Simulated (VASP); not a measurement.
# Os4C in VASP: notebook

Runs on Os4C. Level: LDA. Tasks: relaxation of the atoms, single point.

Everything below comes from runs of VASP 6.6.1. Logs are shortened: lines on timing, memory, paths and dates and some standing lists are left out, and cuts for length are marked.

### Step 1. The cell of the first run

The cell holds a slab with vacuum, 5 atoms: a = 2.715 Å, b = 2.715 Å, c = 21.866 Å, α = 90.00°, β = 90.00°, γ = 120.00°.

### Step 2. Relaxation of the atoms, LDA

INCAR reads:

```
  PREC = Accurate
  ENCUT = 520
  EDIFF = 1E-7
  ISMEAR = 0
  SIGMA = 0.1
  LREAL = False
  LASPH = True
  NELM = 100
  ALGO = Normal
  ISIF = 2
  LWAVE = False
  LCHARG = False
  LDIPOL = True
  IDIPOL = 3
  DIPOL = 0.5 0.5 0.373
  IBRION = 2
  NSW = 36
  EDIFFG = -0.025
```

KPOINTS reads:

```
regular mesh
0
Gamma
  12 12 1
```

POSCAR reads:

```
Os4C
1.0
    2.7145740629      0.0000000000      0.0000000000
   -1.3572870314      2.3508900989      0.0000000000
    0.0000000000      0.0000000000     21.8661488866
Os C
4 1
Selective dynamics
Direct
    0.6666666667      0.3333333333      0.1829311609  F F F
    0.3333333333      0.6666666667      0.2811020214  F F F
    0.6666666667      0.3333333333      0.3787246389  F F F
    0.3333333333      0.6666666667      0.4740729124  F F F
    0.6666666667      0.8333333333      0.5480698504  F F T
```

Potentials or basis: VASP PAW LDA potentials, release 64 (Os, C).

Run with:

```console
$ cat potpaw_LDA.64/Os/POTCAR potpaw_LDA.64/C/POTCAR > POTCAR
$ mpirun -np 1 vasp_std > vasp.out
```

OUTCAR:

```text
PREC = Accurate
   ENCUT = 520
   EDIFF = 1E-7
   ISMEAR = 0
   LREAL = False
   LASPH = True
   NELM = 100
   ISIF = 2
   IBRION = 2
   NSW = 36
   EDIFFG = -0.025

 ion  position               nearest neighbor table
   1  0.667  0.333  0.183-   2 2.66   2 2.66   2 2.66
   2  0.333  0.667  0.281-   3 2.65   3 2.65   3 2.65   1 2.66   1 2.66   1 2.66
   3  0.667  0.333  0.379-   4 2.61   4 2.61   4 2.61   2 2.65   2 2.65   2 2.65
   4  0.333  0.667  0.474-   5 1.80   3 2.61   3 2.61   3 2.61   5 2.63   5 2.63
   5  0.667  0.833  0.548-   4 1.80   4 2.63   4 2.63

  LATTYP: Found a hexagonal cell.
 ALAT       =     2.7145740629
 C/A-ratio  =     8.0550938674

  Lattice vectors:

 A1 = (   2.7145740629,   0.0000000000,   0.0000000000)
 A2 = (  -1.3572870314,   2.3508900989,   0.0000000000)
 A3 = (   0.0000000000,   0.0000000000,  21.8661488866)

Analysis of symmetry for initial positions (statically):
=====================================================================
 Subroutine PRICEL returns:
 Original cell was already a primitive cell.

 Routine SETGRP: Setting up the symmetry group for a
 hexagonal supercell.

 Subroutine GETGRP returns: Found  2 space group operations
 (whereof  2 operations were pure point group operations)
 out of a pool of 24 trial point group operations.

The static configuration has the point symmetry C_1h.

Analysis of symmetry for dynamics (positions and initial velocities):
=====================================================================
 Subroutine PRICEL returns:
 Original cell was already a primitive cell.

 Routine SETGRP: Setting up the symmetry group for a
 hexagonal supercell.

 Subroutine GETGRP returns: Found  2 space group operations
 (whereof  2 operations were pure point group operations)
 out of a pool of 24 trial point group operations.

The dynamic configuration has the point symmetry C_1h.

Analysis of constrained symmetry for selective dynamics:
=====================================================================
 Subroutine PRICEL returns:
 Original cell was already a primitive cell.

 Routine SETGRP: Setting up the symmetry group for a
 hexagonal supercell.

 Subroutine GETGRP returns: Found  2 space group operations
 (whereof  2 operations were pure point group operations)
 out of a pool of 24 trial point group operations.

[... 176 lines left out ...]
     0.000000000  0.000000000 21.866148887     0.000000000  0.000000000  0.045732790

 POSITION                                       TOTAL-FORCE (eV/Angst)
 -----------------------------------------------------------------------------------
      1.35729      0.78363      4.00000        -0.094230     -0.054404      1.065390
     -0.00000      1.56726      6.14662         0.069755      0.040273     -0.971294
      1.35729      0.78363      8.28125        -0.524585     -0.302870     -2.289772
     -0.00000      1.56726     10.36615        -0.285205     -0.164663      1.557251
      0.67864      1.95908     11.98418         0.834266      0.481664      0.638424
 -----------------------------------------------------------------------------------
    total drift:                               -0.000024     -0.000014     -0.000021

  FREE ENERGIE OF THE ION-ELECTRON SYSTEM (eV)
  ---------------------------------------------------
  free  energy   TOTEN  =       -54.6418456034 eV

  energy  without entropy=      -54.6253383170  energy(sigma->0) =      -54.63359196

--------------------------------------- Ionic step        2  -------------------------------------------

 number of electron      35.9999999 magnetization

 dipolmoment           0.000000      0.000000      0.059768 electrons x Angstroem

 Free energy of the ion-electron system (eV)
  ---------------------------------------------------
  ext. energy  EPLUGINS =         0.00000000
  ---------------------------------------------------
  free energy    TOTEN  =       -54.65136847 eV

  energy without entropy =      -54.63498314  energy(sigma->0) =      -54.64317581

 E-fermi :   0.5777     XC(G=0):  -7.1855

 val. band max:        0.5771836598   @ k =  -0.2500   0.1667   0.0000
 cond. band min:       0.5778243013   @ k =   0.0000   0.0000   0.0000
 fundamental gap:      0.0006406415
 Fermi energy:         0.5777472781

 k-point     1 :       0.0000    0.0000    0.0000
  band No.  band energies     occupation
      1     -12.0547      2.00000
      2      -9.7279      2.00000
      3      -8.0780      2.00000
      4      -7.4567      2.00000
      5      -7.0606      2.00000
      6      -3.1905      2.00000
[... 589 lines left out ...]
     21       2.2699      0.00000
     22       2.6888      0.00000

 [... further k-points ...]

------------------------ aborting loop because EDIFF is reached ----------------------------------------

 vacuum level on the upper side and lower side of the slab       (xc-potential included)         0.818        -0.836

  FORCE on cell =-STRESS in cart. coord.  units (eV):
  Direction    XX          YY          ZZ          XY          YZ          ZX
  --------------------------------------------------------------------------------------
  -------------------------------------------------------------------------------------
  Total       -0.5099572     -0.6681802      1.7872531      0.1370251      1.3468852      2.3328727
  in kB       -5.8551500     -7.6718107     20.5206127      1.5732743     15.4644625     26.7852253
  external PRESSURE =       2.3312173 kB  Pullay stress =       0.0000000 kB

 VOLUME and BASIS-vectors are now :
 -----------------------------------------------------------------------------
  energy-cutoff  :      520.00
  volume of cell :      139.54
      direct lattice vectors                 reciprocal lattice vectors
     2.714574063  0.000000000  0.000000000     0.368381918  0.212685400  0.000000000
    -1.357287031  2.350890099  0.000000000     0.000000000  0.425370799  0.000000000
     0.000000000  0.000000000 21.866148887     0.000000000  0.000000000  0.045732790

 POSITION                                       TOTAL-FORCE (eV/Angst)
 -----------------------------------------------------------------------------------
      1.35729      0.78363      4.00000        -0.086493     -0.049937      1.054927
     -0.00000      1.56726      6.14662         0.065111      0.037592     -0.962942
      1.35729      0.78363      8.28125        -0.509472     -0.294144     -2.175383
     -0.00000      1.56726     10.36615        -0.072507     -0.041862      2.088774
      0.67864      1.95908     12.01498         0.603361      0.348351     -0.005376
 -----------------------------------------------------------------------------------
    total drift:                                0.000020      0.000011     -0.000370

  FREE ENERGIE OF THE ION-ELECTRON SYSTEM (eV)
  ---------------------------------------------------
  free  energy   TOTEN  =       -54.6513684714 eV

  energy  without entropy=      -54.6349831432  energy(sigma->0) =      -54.64317581

 reached required accuracy - stopping structural energy minimisation

 vacuum level on the upper side and lower side of the slab         7.944         6.249
```

CONTCAR:

```text
Os4C
   1.00000000000000
     2.7145740629000001    0.0000000000000000    0.0000000000000000
    -1.3572870314000001    2.3508900988999999    0.0000000000000000
     0.0000000000000000    0.0000000000000000   21.8661488866000013
  Os              C
     4     1
Selective dynamics
Direct
     0.6666666667000030    0.3333333332999970    0.1829311608999973   F   F   F
     0.3333333332999970    0.6666666667000030    0.2811020214000024   F   F   F
     0.6666666667000030    0.3333333332999970    0.3787246389000032   F   F   F
     0.3333333332999970    0.6666666667000030    0.4740729123999969   F   F   F
     0.6666666667000030    0.8333333332999970    0.5494783866363924   F   F   T

  0.00000000E+00  0.00000000E+00  0.00000000E+00
  0.00000000E+00  0.00000000E+00  0.00000000E+00
  0.00000000E+00  0.00000000E+00  0.00000000E+00
  0.00000000E+00  0.00000000E+00  0.00000000E+00
  0.00000000E+00  0.00000000E+00  0.00000000E+00
```

Run time: 15 min. Hardware: 1 thread of Intel Xeon Platinum 8488C (Sapphire Rapids), shared host; peak memory 0.29 GiB.

What came out:

```
Free energy               : -54.6514 eV
Energy gained by relaxing : 1.9 meV/atom
Ionic steps               : 2
Band gap on the k mesh    : zero (bands 18 and 19 overlap by 2.96 eV)
```

The path:
```csv
step,energy change (eV),largest force on free atoms (eV/Å),pressure (GPa)
1,0.0000,0.6384,1.05
2,-0.0095,0.0054,0.23
```

Final structure:
```cif
data_structure
_symmetry_space_group_name_H-M 'P 1'
_symmetry_Int_Tables_number 1
_cell_length_a 2.7146
_cell_length_b 2.7146
_cell_length_c 21.8661
_cell_angle_alpha 90.000
_cell_angle_beta 90.000
_cell_angle_gamma 120.000
_cell_volume 139.54
loop_
_atom_site_label
_atom_site_type_symbol
_atom_site_fract_x
_atom_site_fract_y
_atom_site_fract_z
_atom_site_occupancy
Os1 Os 0.66667 0.33333 0.18293 1
Os2 Os 0.33333 0.66667 0.28110 1
Os3 Os 0.66667 0.33333 0.37872 1
Os4 Os 0.33333 0.66667 0.47407 1
C1 C 0.66667 0.83333 0.54948 1
```

Levels at points of the mesh, in eV from the Fermi level:
```csv
k point,band 15,band 16,band 17,band 18,band 19,band 20
"(0.00, 0.00, 0.00)",-2.34,-2.34,-1.53,-1.29,-0.87,-0.03
"(0.50, 0.00, 0.00)",-0.53,-0.47,1.09,1.38,2.04,2.10
"(0.00, 0.50, 0.00)",-0.39,0.56,0.94,1.74,2.02,2.14
```

Caveat: spin-orbit coupling is left out, which moves the levels of the heavy elements.

### Step 3. Single point, LDA

INCAR reads:

```
SYSTEM = Os4C
  PREC = Accurate
  ENCUT = 520
  EDIFF = 1E-6
  ISMEAR = 0
  SIGMA = 0.1
  LREAL = .FALSE.
  LASPH = .TRUE.
  NELM = 100
  ALGO = Normal
  ISIF = 2
  LWAVE = .FALSE.
  LCHARG = .TRUE.
  LDIPOL = .TRUE.
  IDIPOL = 3
  DIPOL = 0.5 0.5 0.373
  GGA = CA
  LELF = .TRUE.
  LVHAR = .TRUE.
  LVACPOTAV = .TRUE.
  NBANDS = 26
```

KPOINTS reads:

```
Automatic mesh
0
G
  12 12 1
  0 0 0
```

POSCAR reads:

```
Os4C
1.0
    2.7145740629      0.0000000000      0.0000000000
   -1.3572870314      2.3508900989      0.0000000000
    0.0000000000      0.0000000000     21.8661488866
Os C
4 1
Direct
    0.6666666667      0.3333333333      0.1829311609
    0.3333333333      0.6666666667      0.2811020214
    0.6666666667      0.3333333333      0.3787246389
    0.3333333333      0.6666666667      0.4740729124
    0.5000000000      1.0000000000      0.5493160634
```

Potentials or basis: VASP PAW LDA potentials, release 64 (Os, C).

Run with:

```console
$ cat potpaw_LDA.64/Os/POTCAR potpaw_LDA.64/C/POTCAR > POTCAR
$ mpirun -np 1 vasp_std > vasp.out
```

Wall time 4.5 min (1 thread of Intel Xeon 6975P-C (Granite Rapids), shared host); peak memory 0.29 GiB.

It converged, with:

```yaml
Free_energy: -54.5958 eV
Largest_force: 2.184 eV/Å
Band_gap_on_the_k_mesh: zero (bands 18 and 19 overlap by 2.99 eV)
```

Forces in eV/Å, atoms in the order of the input:
```
Os   0.000 -0.034  1.116
Os   0.000  0.065 -1.067
Os   0.000 -0.465 -2.134
Os   0.000 -0.505  1.805
C    0.000  0.940  0.281
```

Levels at points of the mesh, in eV from the Fermi level:
| k point | band 15 | band 16 | band 17 | band 18 | band 19 | band 20 |
| --- | --- | --- | --- | --- | --- | --- |
| (0.00, 0.00, 0.00) | -2.32 | -2.32 | -1.84 | -1.04 | -0.69 | -0.01 |
| (0.50, 0.00, 0.00) | -0.49 | 0.37 | 1.04 | 1.69 | 2.11 | 2.15 |
| (0.00, 0.50, 0.00) | -0.42 | 0.01 | 1.04 | 1.51 | 2.08 | 2.19 |

Caveat: spin-orbit coupling is left out, which moves the levels of the heavy elements.

[end of part 1 of 2]
